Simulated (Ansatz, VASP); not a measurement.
## One calculation of LiH, two programs

```
CELL_PARAMETERS angstrom
2.78155 0.00000 0.00000
-1.39077 2.40889 0.00000
0.00000 0.00000 4.87296
ATOMIC_POSITIONS crystal
Li 0.00000 0.00000 0.00000
Li 0.00000 0.00000 0.50000
H 0.33333 0.66667 0.25000
H 0.66667 0.33333 0.75000
```

Alike in both runs: task single point; functional r2SCAN; k mesh 9 × 9 × 4; no spin polarisation.

```csv
,VASP,Ansatz
version,VASP 6.6.1,Ansatz 0.2.0
potentials or method,"VASP PAW PBE potentials, release 64 (Li_sv, H)","plane waves, PAW"
plane-wave cutoff (eV),520,500
occupations,"gaussian, width 0.01 eV",fixed
valence electrons in the cell,8,8
```

|  | VASP | Ansatz | Ansatz less VASP |
| --- | --- | --- | --- |
| gap on the k mesh at the Fermi level (eV) | 5.14 | 5.11 | -0.025 |

VASP's potentials were made for PBE, not for r2SCAN.

Noted on VASP's run: the cutoff is short for stress, so the pressure is rough.
